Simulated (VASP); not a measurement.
I:

```xyz
4
Lattice="4.5556 0.0000 0.0000 -3.0401 6.7387 0.0000 -0.8411 -0.8835 6.7546" Properties=species:S:1:pos:R:3 pbc="T T T"
I    -1.0640    4.1417    2.4174
I    -0.1713    1.6489    6.4057
I     2.7457   -0.1222    4.0301
I    -1.6332    4.4350    5.8902
```

- Program: VASP 6.6.1
- Task: relaxation of cell and atoms
- Functional: PBE
- Potentials or basis: VASP PAW PBE potentials, release 64 (I)
- Cutoff: 600 eV
- k mesh: 4 × 4 × 4
- Occupations: gaussian, width 0.1 eV
- Spin: no spin polarisation

At the start: pressure -0.6 GPa; volume 51.84 Å³/atom.

Task: How do energy, volume and symmetry change on relaxing?

Result: Over 81 steps the energy falls by 386.0 meV/atom and the volume is 71.03 Å³/atom (+37.0 %); space group P-1 (No. 2, to 0.05 Å).

The path:
```csv
step,energy change (eV),largest force (eV/Å),pressure (GPa),volume (Å³)
1,0.0000,0.7759,-0.62,207.36
4,-0.3322,0.4309,0.58,199.73
7,-0.4719,0.5168,-0.48,214.99
10,-0.5966,0.9394,1.24,213.17
13,-0.6662,0.7260,0.76,215.51
16,-0.8274,1.0848,1.24,238.68
19,-0.9055,0.3412,0.06,247.96
22,-0.9164,0.9526,0.48,257.33
25,-0.9715,0.2096,0.00,261.42
28,-0.9880,0.1801,0.01,270.89
31,-1.0014,0.2112,0.00,273.48
34,-1.0185,0.3479,-0.08,278.04
37,-1.0523,0.5730,-0.41,286.98
40,-1.0764,0.4893,0.04,283.79
43,-1.0630,0.7595,0.58,282.63
46,-1.1393,0.4178,-0.26,291.01
49,-1.2157,0.4472,0.01,291.17
52,-1.3090,0.6679,-0.44,291.84
55,-1.3864,0.3751,0.20,279.15
58,-1.4407,0.3627,-0.44,282.98
61,-1.4851,0.3540,-0.09,277.94
64,-1.5065,0.2546,0.15,275.43
67,-1.5202,0.1711,0.10,277.00
70,-1.5317,0.1513,0.01,280.44
73,-1.5365,0.1232,-0.04,282.72
76,-1.5399,0.1184,0.03,283.20
79,-1.5433,0.0413,-0.02,284.28
81,-1.5438,0.0382,0.00,284.12
```

Final structure:
```
I
1.0
     4.45774    0.46357   -1.98193
    -2.45892    6.45849    0.19477
    -2.91630   -1.82147   10.99251
I
4
Cartesian
  -1.8710 4.1288 3.2905
  1.3622 3.1103 -0.9214
  -0.6688 5.6114 5.4997
  -3.3327 3.2094 8.7735
```

Caveat: the volume moved by over 15 % at a fixed basis, so the end points are rough.
